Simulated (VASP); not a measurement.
# SnSe2 (P-3m1) in VASP: notebook, part 2 of 2

VASP 6.6.1. The steps go on from the part before.

## 3. Single point, PBE

Contents of INCAR:

```
SYSTEM = SnSe2
PREC = Accurate ; ENCUT = 500
EDIFF = 1E-6 ; ISMEAR = 0
SIGMA = 0.01 ; LREAL = .FALSE.
LASPH = .TRUE. ; NELM = 120
ALGO = Normal ; ISIF = 2
LWAVE = .FALSE. ; LCHARG = .FALSE.
GGA = PE ; NBANDS = 20
GGA_COMPAT = .FALSE.
```

Contents of KPOINTS:

```
regular mesh
0
G
  12 12 4
  0 0 0
```

Contents of POSCAR:

```
SnSe2
1.0
    3.8110000000      0.0000000000      0.0000000000
   -1.9055000000      3.3004228138      0.0000000000
    0.0000000000      0.0000000000      6.1360000000
Sn Se
1 2
Direct
    0.0000000000      0.0000000000      0.0000000000
    0.3333333333      0.6666666667      0.2490000000
    0.6666666667      0.3333333333      0.7510000000
```

Potentials or basis: VASP PAW PBE potentials, release 64 (Sn_d, Se).

The run is started by

```bash
$ cat potpaw_PBE.64/Sn_d/POTCAR potpaw_PBE.64/Se/POTCAR > POTCAR
$ mpirun -np 1 vasp_std > vasp.out
```

OUTCAR:

```text
SYSTEM = SnSe2
   PREC = Accurate
   ENCUT = 500
   EDIFF = 1E-6
   ISMEAR = 0
   LREAL = .FALSE.
   LASPH = .TRUE.
   NELM = 120
   ISIF = 2
   GGA = PE

 ion  position               nearest neighbor table
   1  0.000  0.000  0.000-   2 2.68   3 2.68   2 2.68   3 2.68   3 2.68   2 2.68
   2  0.333  0.667  0.249-   1 2.68   1 2.68   1 2.68
   3  0.667  0.333  0.751-   1 2.68   1 2.68   1 2.68

  LATTYP: Found a hexagonal cell.
 ALAT       =     3.8110000000
 C/A-ratio  =     1.6100760955

  Lattice vectors:

 A1 = (   3.8110000000,   0.0000000000,   0.0000000000)
 A2 = (  -1.9055000000,   3.3004228138,   0.0000000000)
 A3 = (   0.0000000000,   0.0000000000,   6.1360000000)

Analysis of symmetry for initial positions (statically):
=====================================================================
 Subroutine PRICEL returns:
 Original cell was already a primitive cell.

 Routine SETGRP: Setting up the symmetry group for a
 hexagonal supercell.

 Subroutine GETGRP returns: Found 12 space group operations
 (whereof 12 operations were pure point group operations)
 out of a pool of 24 trial point group operations.

The static configuration has the point symmetry D_3d.

Analysis of symmetry for dynamics (positions and initial velocities):
=====================================================================
 Subroutine PRICEL returns:
 Original cell was already a primitive cell.

 Routine SETGRP: Setting up the symmetry group for a
 hexagonal supercell.

 Subroutine GETGRP returns: Found 12 space group operations
 (whereof 12 operations were pure point group operations)
 out of a pool of 24 trial point group operations.

The dynamic configuration has the point symmetry D_3d.

 Subroutine INISYM returns: Found 12 space group operations
 (whereof 12 operations are pure point group operations),
 and found     1 'primitive' translations

----------------------------------------------------------------------------------------

[... 113 lines left out ...]
     AMIX     =   0.40;   BMIX     =  1.00
     AMIX_MAG =   1.60;   BMIX_MAG =  1.00
  volume/ion in A,a.u.               =      25.73       173.61
  Fermi-wavevector in a.u.,A,eV,Ry     =   1.139116  2.152617 17.654722  1.297585
  Thomas-Fermi vector in A             =   2.275820
   LORBIT       =      0    0 simple, 1 ext, 2 COOP (PROOUT), +10 PAW based schemes
   GGA     = PE    functional components
   LHFCALC =     F    Hartree Fock is set to
   AEXX    =    0.0000 exact exchange contribution
   IVDW    =     0    specifies the selected vdW correction
   LEPSILON=     F    determine dielectric tensor
   LRPA    =     F    only Hartree local field effects (RPA)
 non-spin polarized calculation
 Gauss-broadening in eV      SIGMA  =   0.01
  energy-cutoff  :      500.00
  volume of cell :       77.18
 maximum number of plane-waves:      1977
   NGX = 13   NGY = 13   NGZ = 23

 number of electron      26.0000006 magnetization

 Free energy of the ion-electron system (eV)
  ---------------------------------------------------
  ext. energy  EPLUGINS =         0.00000000
  ---------------------------------------------------
  free energy    TOTEN  =       -11.74788694 eV

  energy without entropy =      -11.74788694  energy(sigma->0) =      -11.74788694

 E-fermi :   4.2660     XC(G=0):  -9.4551

 val. band max:        4.2099259572   @ k =   0.0833   0.0833   0.0000
 cond. band min:       4.9838117379   @ k =   0.5000   0.0000   0.2500
 fundamental gap:      0.7738857807
 Fermi energy:         4.2659640989

 k-point     1 :       0.0000    0.0000    0.0000
  band No.  band energies     occupation
      1     -17.0966      2.00000
      2     -17.0966      2.00000
      3     -17.0574      2.00000
      4     -17.0424      2.00000
      5     -17.0424      2.00000
      6      -9.8298      2.00000
[... 541 lines left out ...]
     19      12.2772      0.00000
     20      13.0466      0.00000

 [... further k-points ...]

------------------------ aborting loop because EDIFF is reached ----------------------------------------

  FORCE on cell =-STRESS in cart. coord.  units (eV):
  Direction    XX          YY          ZZ          XY          YZ          ZX
  --------------------------------------------------------------------------------------
  -------------------------------------------------------------------------------------
  Total        2.4592818      2.4592818      3.2027043     -0.0000000      0.0000000      0.0000000
  in kB       51.0534392     51.0534392     66.4865108     -0.0000000      0.0000000      0.0000000
  external PRESSURE =      56.1977964 kB  Pullay stress =       0.0000000 kB

 VOLUME and BASIS-vectors are now :
 -----------------------------------------------------------------------------
  energy-cutoff  :      500.00
  volume of cell :       77.18
      direct lattice vectors                 reciprocal lattice vectors
     3.811000000  0.000000000  0.000000000     0.262398321  0.151495741  0.000000000
    -1.905500000  3.300422814  0.000000000     0.000000000  0.302991482  0.000000000
     0.000000000  0.000000000  6.136000000     0.000000000  0.000000000  0.162972621

 POSITION                                       TOTAL-FORCE (eV/Angst)
 -----------------------------------------------------------------------------------
      0.00000      0.00000      0.00000        -0.000000      0.000000      0.000000
     -0.00000      2.20028      1.52786        -0.000000      0.000000      0.808013
      1.90550      1.10014      4.60814         0.000000      0.000000     -0.808013
 -----------------------------------------------------------------------------------
    total drift:                                0.000000      0.000000      0.000000

  FREE ENERGIE OF THE ION-ELECTRON SYSTEM (eV)
  ---------------------------------------------------
  free  energy   TOTEN  =       -11.7478869426 eV

  energy  without entropy=      -11.7478869426  energy(sigma->0) =      -11.74788694
```

stdout:

```text
POSCAR found type information on POSCAR SnSe
 POSCAR found :  2 types and       3 ions
 scaLAPACK will be used
 LDA part: xc-table for (Slater+PW92), standard interpolation
 POSCAR, INCAR and KPOINTS ok, starting setup
 FFT: planning ... GRIDC
 FFT: planning ... GRID_SOFT
 FFT: planning ... GRID
 WAVECAR not read
 entering main loop
```

It took 55 s on 1 thread of AMD EPYC 7R13 (Zen 3), shared host; peak memory 0.22 GiB.

What came out:

```yaml
Free_energy: -11.7479 eV
Pressure: 5.6 GPa
Largest_force: 0.808 eV/Å
Band_gap_on_the_k_mesh: 0.77 eV (least direct gap 1.09 eV)
```

Forces in eV/Å, atoms in the order of the input:
```
Sn   0.000  0.000  0.000
Se   0.000  0.000  0.808
Se   0.000  0.000 -0.808
```

Levels at points of the mesh, in eV from the valence-band top:
```csv
k point,band 10,band 11,band 12,band 13,band 14,band 15,band 16,band 17
"(0.00, 0.00, 0.00)",-0.74,-0.43,-0.43,-0.04,1.05,2.90,4.60,4.60
"(0.50, 0.00, 0.00)",-2.94,-2.72,-1.23,-0.35,1.11,3.76,5.41,5.45
"(0.00, 0.00, 0.50)",-0.83,-0.83,-0.28,-0.28,2.41,2.88,4.33,4.33
"(0.50, 0.00, 0.50)",-2.56,-2.03,-0.88,-0.73,0.83,4.22,4.81,5.80
```

Caveat: the cell stands under pressure; spin-orbit coupling is left out, which moves the levels of the heavy elements; this functional lacks dispersion, which binds the layers, so the pressure and a relaxed spacing across them are unreliable.

## 4. Single point, PBE

Contents of INCAR:

```
SYSTEM = SnSe2
  PREC = Accurate
  ENCUT = 500
  EDIFF = 1E-6
  ISMEAR = 0
  SIGMA = 0.01
  LREAL = .False.
  LASPH = .True.
  NELM = 120
  ALGO = Normal
  ISIF = 2
  LWAVE = .False.
  LCHARG = .False.
  GGA = PE
  NBANDS = 20
  GGA_COMPAT = .False.
```

Contents of KPOINTS:

```
regular mesh
0
Gamma
  12 12 6
  0 0 0
```

POSCAR is that of step 3.

The run is started by

```bash
$ cat potpaw_PBE.64/Sn_d/POTCAR potpaw_PBE.64/Se/POTCAR > POTCAR
$ mpirun -np 1 vasp_std > vasp.out
```

Wall time 80 s (1 thread of AMD EPYC 7R13 (Zen 3), shared host); peak memory 0.25 GiB.

The run converged. Its results:

```
Free energy            : -11.7480 eV
Pressure               : 5.6 GPa
Largest force          : 0.806 eV/Å
Band gap on the k mesh : 0.72 eV (least direct gap 1.09 eV)
```

Forces on the atoms (eV/Å):
```
Sn   0.000  0.000  0.000
Se   0.000  0.000  0.806
Se   0.000  0.000 -0.806
```

Stress tensor (GPa, compression positive):
```
5.11 0.00 0.00
0.00 5.11 0.00
0.00 0.00 6.64
```

Levels at points of the mesh, in eV from the valence-band top:
```csv
k point,band 10,band 11,band 12,band 13,band 14,band 15,band 16,band 17
"(0.00, 0.00, 0.00)",-0.74,-0.43,-0.43,-0.04,1.05,2.90,4.60,4.60
"(0.50, 0.00, 0.00)",-2.94,-2.72,-1.23,-0.35,1.11,3.76,5.41,5.45
"(0.00, 0.00, 0.50)",-0.83,-0.83,-0.28,-0.28,2.41,2.88,4.33,4.33
"(0.50, 0.00, 0.50)",-2.56,-2.03,-0.88,-0.73,0.83,4.22,4.81,5.80
```

Caveat: the cell stands under pressure; spin-orbit coupling is left out, which moves the levels of the heavy elements; this functional lacks dispersion, which binds the layers, so the pressure and a relaxed spacing across them are unreliable.

## 5. Summary

```csv
k mesh,gap on the mesh (eV),pressure (GPa),largest force (eV/Å)
3 × 3 × 2,1.07,6.9,0.70
12 × 12 × 4,0.77,5.6,0.81
12 × 12 × 6,0.72,5.6,0.81
```

Alike in all rows: task single point; level PBE; potentials or basis VASP PAW PBE potentials, release 64 (Sn_d, Se); no spin polarisation; cell as given; cutoff (eV) 500; smearing gaussian 0.01 eV.

Caveats: some runs use coarse meshes; spin-orbit coupling is left out, which moves the levels of the heavy elements; this functional lacks dispersion, which binds the layers, so the pressure and a relaxed spacing across them are unreliable; the cell stands under pressure (at least some runs); an odd mesh through Γ misses points on the zone boundary, where band edges can lie (at least some runs).

Absolute energies hang on the potentials; compare differences alone.
